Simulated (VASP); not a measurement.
# PbS (Cmc2_1) in VASP: further runs

The runs below take PbS through single point, with BLYP, PBEsol, LDA.

Everything below comes from runs of VASP 6.6.1. Logs are shortened: lines on timing, memory, paths and dates and some standing lists are left out, and cuts for length are marked.

## (1) The cell of the first run

The structure is orthorhombic, space group Cmc2_1 (No. 36). The conventional cell has a = 4.114 Å, b = 7.132 Å, c = 7.560 Å, α = 90.00°, β = 90.00°, γ = 90.00°. Pb (site symmetry m) has 6 S at 2.84 to 3.26 Å and 2 Pb at 3.78 Å within 3.8 Å. Within 3.7 Å of S (site symmetry m) lie 6 Pb at 2.84 to 3.26 Å.

## (2) Single point, BLYP

INCAR reads:

```
PREC     = Accurate       # precision mode
ENCUT    = 500            # plane-wave cutoff, eV
EDIFF    = 1E-6           # SCF threshold, eV
ISMEAR   = 0              # smearing method
SIGMA    = 0.01           # smearing width, eV
LREAL    = F              # projectors in reciprocal space
LASPH    = T              # aspherical terms in the spheres
NELM     = 120            # most SCF steps
ALGO     = Normal         # electronic algorithm
ISIF     = 2              # what is computed and relaxed
LWAVE    = F              # write WAVECAR
LCHARG   = T              # write CHGCAR
GGA      = B5             # functional
ALDAX    = 1.0          
AGGAX    = 1.0          
AGGAC    = 1.0          
ALDAC    = 0.0          
LELF     = T              # ELF
LVHAR    = T            
NBANDS   = 28             # bands
GGA_COMPAT= F
```

KPOINTS reads:

```
regular mesh
0
Gamma
  6 6 4
```

POSCAR reads:

```
PbS
1.0
    2.0569420000     -3.5658295000      0.0000000000
    2.0569420000      3.5658295000      0.0000000000
    0.0000000000      0.0000000000      7.5599450000
Pb S
2 2
Direct
    0.0010320000      0.9989680000      0.5132680000
    0.9989680000      0.0010320000      0.0132680000
    0.6671450000      0.3328550000      0.3075320000
    0.3328550000      0.6671450000      0.8075320000
```

Potentials or basis: VASP PAW PBE potentials, release 64 (Pb_d, S).

Launch:

```
> cat potpaw_PBE.64/Pb_d/POTCAR potpaw_PBE.64/S/POTCAR > POTCAR
> mpirun -np 1 vasp_std > vasp.out
```

OUTCAR:

```text
PREC = Accurate
   ENCUT = 500
   EDIFF = 1E-6
   ISMEAR = 0
   LREAL = F
   LASPH = T
   NELM = 120
   ISIF = 2
   GGA = B5

 ion  position               nearest neighbor table
   1  0.001  0.999  0.513-   3 2.84   3 2.84   3 2.84   4 3.25   4 3.26   4 3.26   2 3.78   2 3.78

   2  0.999  0.001  0.013-   4 2.84   4 2.84   4 2.84   3 3.25   3 3.26   3 3.26   1 3.78   1 3.78

   3  0.667  0.333  0.308-   1 2.84   1 2.84   1 2.84   2 3.25   2 3.26   2 3.26
   4  0.333  0.667  0.808-   2 2.84   2 2.84   2 2.84   1 3.25   1 3.26   1 3.26

  LATTYP: Found a base centered orthorhombic cell.
 ALAT       =     4.1138840000
 B/A-ratio  =     1.7335586030
 C/A-ratio  =     1.8376660596

  Lattice vectors:

 A1 = (   2.0569420000,  -3.5658295000,   0.0000000000)
 A2 = (   2.0569420000,   3.5658295000,   0.0000000000)
 A3 = (   0.0000000000,   0.0000000000,   7.5599450000)

Analysis of symmetry for initial positions (statically):
=====================================================================
 Subroutine PRICEL returns:
 Original cell was already a primitive cell.

 Routine SETGRP: Setting up the symmetry group for a
 base centered orthorhombic supercell.

 Subroutine GETGRP returns: Found  4 space group operations
 (whereof  2 operations were pure point group operations)
 out of a pool of  8 trial point group operations.

The static configuration has the point symmetry C_1h.
 The point group associated with its full space group is C_2v.

Analysis of symmetry for dynamics (positions and initial velocities):
=====================================================================
 Subroutine PRICEL returns:
 Original cell was already a primitive cell.

 Routine SETGRP: Setting up the symmetry group for a
 base centered orthorhombic supercell.

 Subroutine GETGRP returns: Found  4 space group operations
 (whereof  2 operations were pure point group operations)
 out of a pool of  8 trial point group operations.

The dynamic configuration has the point symmetry C_1h.
 The point group associated with its full space group is C_2v.

 Subroutine INISYM returns: Found  4 space group operations
 (whereof  2 operations are pure point group operations),
 and found     1 'primitive' translations

----------------------------------------------------------------------------------------

                                     Primitive cell

  volume of cell :     110.8999

  direct lattice vectors                    reciprocal lattice vectors
     2.056942000 -3.565829500  0.000000000     0.243079290 -0.140219828  0.000000000
     2.056942000  3.565829500  0.000000000     0.243079290  0.140219828  0.000000000
     0.000000000  0.000000000  7.559945000     0.000000000  0.000000000  0.132276095

  length of vectors
     4.116570225  4.116570225  7.559945000     0.280622774  0.280622774  0.132276095

  position of ions in fractional coordinates (direct lattice)
     0.001032000  0.998968000  0.513268000
     0.998968000  0.001032000  0.013268000
     0.667145000  0.332855000  0.307532000
     0.332855000  0.667145000  0.807532000

  ion indices of the primitive-cell ions
   primitive index   ion index
                 1           1
                 2           2
                 3           3
                 4           4

----------------------------------------------------------------------------------------

 KPOINTS: regular mesh

Automatic generation of k-mesh.
 Grid dimensions read from file:
 generate k-points for:    6    6    4

 Generating k-lattice:

  Cartesian coordinates                     Fractional coordinates (reciprocal lattice)
     0.040513215 -0.023369971  0.000000000     0.166666667 -0.000000000  0.000000000
     0.040513215  0.023369971  0.000000000    -0.000000000  0.166666667  0.000000000
     0.000000000  0.000000000  0.033069024     0.000000000  0.000000000  0.250000000

  Length of vectors
     0.046770462  0.046770462  0.033069024

  Shift w.r.t. Gamma in fractional coordinates (k-lattice)
     0.000000000  0.000000000  0.000000000

 Subroutine IBZKPT returns following result:
 ===========================================

 Found     39 irreducible k-points:

 Following reciprocal coordinates:
            Coordinates               Weight
  0.000000  0.000000  0.000000      1.000000
  0.166667  0.000000  0.000000      4.000000
  0.333333  0.000000  0.000000      4.000000
  0.500000  0.000000  0.000000      2.000000
  0.166667  0.166667  0.000000      2.000000
  0.333333  0.166667  0.000000      4.000000
[... 16 lines left out ...]
  0.333333  0.333333  0.250000      4.000000
  0.500000  0.333333  0.250000      8.000000
 [... further k-points ...]
   k-points           NKPTS =     39   k-points in BZ     NKDIM =     39   number of bands    NBANDS=     28
   number of dos      NEDOS =    301   number of ions     NIONS =      4
   total plane-waves  NPLWV =  50400
   dimension x,y,z NGX =    30 NGY =   30 NGZ =   56
   dimension x,y,z NGXF=    60 NGYF=   60 NGZF=  112
   ions per type =               2   2
   NGX,Y,Z   is equivalent  to a cutoff of  12.12, 12.12, 12.31 a.u.
   NGXF,Y,Z  is equivalent  to a cutoff of  24.23, 24.23, 24.63 a.u.
 SYSTEM =  unknown system
   PREC   = accura    normal or accurate (medium, high low for compatibility)
   ISTART =      0    job   : 0-new  1-cont  2-samecut
   ICHARG =      2    charge: 1-file 2-atom 10-const
   ISPIN  =      1    spin polarized calculation?
   LNONCOLLINEAR =      F non collinear calculations
   LSORBIT =      F    spin-orbit coupling
   LASPH  =      T    aspherical Exc in radial PAW
   ENCUT  =  500.0 eV  36.75 Ry    6.06 a.u.   7.51  7.51 13.78*2*pi/ulx,y,z
   NELM   =    120;   NELMIN=  2; NELMDL= -5     # of ELM steps
   EDIFF  = 0.1E-05   stopping-criterion for ELM
   LREAL  =      F    real-space projection
   EDIFFG = 0.1E-04   stopping-criterion for IOM
   NSW    =      0    number of steps for IOM
   IBRION =     -1    ionic relax: 0-MD 1-quasi-New 2-CG
   NFREE  =      0    steps in history (QN), initial steepest desc. (CG)
   ISIF   =      2    stress and relaxation
   ISYM   =      2    0-nonsym 1-usesym 2-fastsym
   POTIM  = 0.5000    time-step for ionic-motion
   TEBEG  =    0.0;   TEEND  =   0.0 temperature during run
   PSTRESS=    0.0 pullay stress
   NELECT =      40.0000    total number of electrons
   NUPDOWN=      -1.0000    fix difference up-down
   EMIN   =  10.00;   EMAX   =-10.00  energy-range for DOS
   EFERMI =   0.00;   METHOD = LEGACY
   ISMEAR =     0;   SIGMA  =   0.01  broadening in eV -4-tet -1-fermi 0-gaus
   EFERMI_NEDOS =   21; number of points for ismear=-14 and -15
   IALGO  =     38    algorithm
   IMIX   =      4    mixing-type and parameters
     AMIX     =   0.40;   BMIX     =  1.00
     AMIX_MAG =   1.60;   BMIX_MAG =  1.00
  volume/ion in A,a.u.               =      27.72       187.10
  Fermi-wavevector in a.u.,A,eV,Ry     =   1.165336  2.202165 18.476813  1.358007
  Thomas-Fermi vector in A             =   2.301863
   LORBIT       =      0    0 simple, 1 ext, 2 COOP (PROOUT), +10 PAW based schemes
   GGA     = B5    functional components
   LHFCALC =     F    Hartree Fock is set to
   AEXX    =    0.0000 exact exchange contribution
   IVDW    =     0    specifies the selected vdW correction
   LEPSILON=     F    determine dielectric tensor
   LRPA    =     F    only Hartree local field effects (RPA)
 non-spin polarized calculation
 Gauss-broadening in eV      SIGMA  =   0.01
  energy-cutoff  :      500.00
  volume of cell :      110.90
 maximum number of plane-waves:      2846
   NGX = 15   NGY = 15   NGZ = 27

 number of electron      40.0000000 magnetization

 Free energy of the ion-electron system (eV)
  ---------------------------------------------------
  ext. energy  EPLUGINS =         0.00000000
  ---------------------------------------------------
  free energy    TOTEN  =       -15.22606188 eV

  energy without entropy =      -15.22606188  energy(sigma->0) =      -15.22606188

 E-fermi :   5.5229     XC(G=0):  -8.8172

 val. band max:        5.4792492742   @ k =   0.3333   0.3333   0.0000
 cond. band min:       6.0922610360   @ k =   0.5000   0.5000   0.0000
 fundamental gap:      0.6130117618
 Fermi energy:         5.5229303278

 k-point     1 :       0.0000    0.0000    0.0000
  band No.  band energies     occupation
      1     -11.3336      2.00000
      2     -11.2903      2.00000
      3     -11.2899      2.00000
      4     -11.2764      2.00000
      5     -11.2761      2.00000
      6     -11.2521      2.00000
[... 20 lines left out ...]
     27      12.7864      0.00000
     28      13.4878      0.00000

 k-point     2 :       0.1667    0.0000    0.0000
  band No.  band energies     occupation
      1     -11.3278      2.00000
      2     -11.3120      2.00000
      3     -11.2832      2.00000
      4     -11.2794      2.00000
      5     -11.2622      2.00000
      6     -11.2614      2.00000
[... 20 lines left out ...]
     27      11.9869      0.00000
     28      12.7314      0.00000

 k-point     3 :       0.3333    0.0000    0.0000
  band No.  band energies     occupation
      1     -11.3669      2.00000
      2     -11.3134      2.00000
      3     -11.3012      2.00000
      4     -11.2729      2.00000
      5     -11.2678      2.00000
      6     -11.2356      2.00000
[... 20 lines left out ...]
     27      11.8594      0.00000
     28      13.7352      0.00000

 k-point     4 :       0.5000    0.0000    0.0000
  band No.  band energies     occupation
      1     -11.3925      2.00000
      2     -11.3117      2.00000
      3     -11.3102      2.00000
      4     -11.2740      2.00000
      5     -11.2672      2.00000
      6     -11.2418      2.00000
[... 578 lines left out ...]
     27      12.2384      0.00000
     28      13.4187      0.00000

 k-point    23 :       0.3333    0.3333    0.2500
  band No.  band energies     occupation
      1     -11.3390      2.00000
      2     -11.3390      2.00000
      3     -11.2813      2.00000
      4     -11.2629      2.00000
      5     -11.2629      2.00000
      6     -11.2430      2.00000
[... 20 lines left out ...]
     27      13.1776      0.00000
     28      13.1836      0.00000

 k-point    24 :       0.5000    0.3333    0.2500
  band No.  band energies     occupation
      1     -11.3618      2.00000
      2     -11.3161      2.00000
      3     -11.2887      2.00000
      4     -11.2719      2.00000
      5     -11.2606      2.00000
      6     -11.2442      2.00000
[... 20 lines left out ...]
     27      12.1603      0.00000
     28      13.4307      0.00000

 [... further k-points ...]

------------------------ aborting loop because EDIFF is reached ----------------------------------------

  FORCE on cell =-STRESS in cart. coord.  units (eV):
  Direction    XX          YY          ZZ          XY          YZ          ZX
  --------------------------------------------------------------------------------------
  -------------------------------------------------------------------------------------
  Total        2.9534497      2.9302583      2.9392921      0.0000000      0.0000000      0.0000000
  in kB       42.6686511     42.3336027     42.4641150      0.0000000      0.0000000      0.0000000
  external PRESSURE =      42.4887896 kB  Pullay stress =       0.0000000 kB

 VOLUME and BASIS-vectors are now :
 -----------------------------------------------------------------------------
  energy-cutoff  :      500.00
  volume of cell :      110.90
      direct lattice vectors                 reciprocal lattice vectors
     2.056942000 -3.565829500  0.000000000     0.243079290 -0.140219828  0.000000000
     2.056942000  3.565829500  0.000000000     0.243079290  0.140219828  0.000000000
     0.000000000  0.000000000  7.559945000     0.000000000  0.000000000  0.132276095

 POSITION                                       TOTAL-FORCE (eV/Angst)
 -----------------------------------------------------------------------------------
      2.05694      3.55847      3.88028         0.000000      0.007732      0.120470
      2.05694     -3.55847      0.10031         0.000000     -0.007732      0.120470
      2.05694     -1.19202      2.32493         0.000000     -0.003952     -0.120470
      2.05694      1.19202      6.10490         0.000000      0.003952     -0.120470
 -----------------------------------------------------------------------------------
    total drift:                                0.000000     -0.000000      0.004107

  FREE ENERGIE OF THE ION-ELECTRON SYSTEM (eV)
  ---------------------------------------------------
  free  energy   TOTEN  =       -15.2260618842 eV

  energy  without entropy=      -15.2260618842  energy(sigma->0) =      -15.22606188
```

Wall time 98 s (1 thread of Intel Xeon Platinum 8259CL at 2.50GHz (Skylake/Cascade Lake), shared host); peak memory 0.27 GiB.

What came out:

* Free energy: -15.2261 eV
* Pressure: 4.2 GPa
* Largest force: 0.121 eV/Å
* Band gap on the k mesh: 0.61 eV (least direct gap 1.14 eV)

Forces in eV/Å, atoms in the order of the input:
```
Pb   0.000  0.008  0.120
Pb   0.000 -0.008  0.120
S    0.000 -0.004 -0.120
S    0.000  0.004 -0.120
```

Caveat: the cell stands under pressure; the PAW data sets were made with another functional, which shifts forces and pressure a little; spin-orbit coupling is left out, which moves the levels of the heavy elements. A k mesh can miss the band edges.

(Part 1 of 2 ends here.)
